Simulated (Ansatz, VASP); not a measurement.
## CdSb2C: VASP beside Ansatz

Contents of INCAR:

```
ALGO     = Normal         # electronic algorithm
EDIFF    = 1E-6           # SCF threshold, eV
ENCUT    = 520            # plane-wave cutoff, eV
GGA      = PE             # functional
ISIF     = 2              # what is computed and relaxed
ISMEAR   = -1             # smearing method
LASPH    = T              # aspherical terms in the spheres
LCHARG   = F              # write CHGCAR
LREAL    = F              # projectors in reciprocal space
LWAVE    = F              # write WAVECAR
NBANDS   = 36             # bands
NELM     = 60             # most SCF steps
PREC     = Accurate       # precision mode
SIGMA    = 0.02           # smearing width, eV
```

Contents of KPOINTS:

```
k-points
0
Gamma
  6 6 6
```

POSCAR

```
CdSb2C
1.0
   -3.0411712996      3.0411712996      5.0963716763
    3.0411712996     -3.0411712996      5.0963716763
    3.0411712996      3.0411712996     -5.0963716763
Cd Sb C
2 4 2
Direct
    0.0000000000      0.0000000000      0.0000000000
    0.7500000000      0.2500000000      0.5000000000
    0.3750000000      0.4524834671      0.5774834671
    0.2024834671      0.6250000000      0.0774834671
    0.8750000000      0.7975165329      0.4225165329
    0.5475165329      0.1250000000     -0.0774834671
    0.5000000000      0.5000000000      0.0000000000
    0.2500000000      0.7500000000      0.5000000000
```

Input for Ansatz:

```yaml
crystal:
  lattice:
    - [-3.0411712996, 3.0411712996, 5.0963716763]
    - [3.0411712996, -3.0411712996, 5.0963716763]
    - [3.0411712996, 3.0411712996, -5.0963716763]
  atoms:
    - { symbol: Cd, position: [0.0, 0.0, 0.0] }
    - { symbol: Sb, position: [0.375, 0.4524834671, 0.5774834671] }
    - { symbol: Cd, position: [0.75, 0.25, 0.5] }
    - { symbol: Sb, position: [0.2024834671, 0.625, 0.0774834671] }
    - { symbol: C, position: [0.5, 0.5, 0.0] }
    - { symbol: Sb, position: [0.875, 0.7975165329, 0.4225165329] }
    - { symbol: C, position: [0.25, 0.75, 0.5] }
    - { symbol: Sb, position: [0.5475165329, 0.125, -0.0774834671] }
kpoints:
  mp_grid: { grid: [6, 6, 6] }
hamiltonian:
  xc: pbe
scf:
  occupations: { method: fermi_dirac, width: 0.02 }
  n_extra_bands: 6
output:
  forces: true
  stress: true
  eigenvalues: true
```

Alike in both runs: task single point; functional PBE; k mesh 6 × 6 × 6; occupations fermi-dirac, width 0.02 eV; no spin polarisation.

|  | VASP | Ansatz |
| --- | --- | --- |
| version | VASP 6.6.1 | Ansatz 0.2.0 |
| potentials or method | VASP PAW PBE potentials, release 64 (Cd, Sb, C) | plane waves, PAW |
| plane-wave cutoff (eV) | 520 | 420 |
| valence electrons in the cell | 52 | 108 |

|  | VASP | Ansatz | Ansatz less VASP |
| --- | --- | --- | --- |
| pressure (GPa) | 2.2 | 2.0 | -0.16 |
| rms of the force components (eV/Å) | 0.029 | 0.019 | -0.0107 |

VASP's potentials hold 52 valence electrons a cell and Ansatz's 108, so a difference there can come from the potentials and not from the codes.

Neither program's run includes spin-orbit coupling.
